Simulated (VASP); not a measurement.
Wanted: the native input for a VASP 6.6.1 run.

- Task: single point
- Functional: PBE
- Potentials or basis: VASP PAW PBE potentials, release 64 (Cd, Se)
- Cutoff: 520 eV
- k mesh: 4 × 4 × 2
- Occupations: gaussian, width 0.1 eV
- Spin: no spin polarisation
- Dipole correction: no
- Further INCAR settings: ALGO = Normal; EDIFF = 1e-06; NBANDS = 36

The structure of CdSe lies in POSCAR:

```
CdSe
1.0
    3.7891502800      0.0000000000      0.0000000000
    0.0000000000      4.2770741000      0.0000000000
    0.0000000000      0.0000000000      9.8822434000
Cd Se
3 3
Direct
    0.5000000000      0.5000000000      0.1780484600
    0.5000000000      0.5000000000      0.8219515400
    0.0000000000      0.0000000000      0.5000000000
    0.5000000000      0.0000000000      0.3219515400
    0.0000000000      0.5000000000      0.0000000000
    0.5000000000      0.0000000000      0.6780484600
```

The input as run:

INCAR

```
SYSTEM = CdSe
ALGO = Normal
EDIFF = 1E-6
ENCUT = 520
GGA = PE
ISIF = 2
ISMEAR = 0
LASPH = .True.
LCHARG = .False.
LREAL = .False.
LWAVE = .False.
NBANDS = 36
NELM = 60
PREC = Accurate
SIGMA = 0.1
```

KPOINTS

```
k-points
0
Gamma
  4 4 2
  0 0 0
```

Potentials or basis: VASP PAW PBE potentials, release 64 (Cd, Se).

Command:

```console
$ cat potpaw_PBE.64/Cd/POTCAR potpaw_PBE.64/Se/POTCAR > POTCAR
$ mpirun -np 1 vasp_std > vasp.out
```

Results of the run:

```json
{"Pressure": "9.4 GPa", "Largest force": "0.422 eV/Å", "Band gap on the k mesh": "zero (band 27 reaches 2.11 eV, above the bottom of band 28 at 1.83 eV)"}
```

Caveat: the k points lie up to 0.41 Å⁻¹ apart.

Wall time 60 s on 1 thread of Intel(R) Xeon(R) 6975P-C (Granite Rapids), on a shared host, peak memory 0.29 GiB.
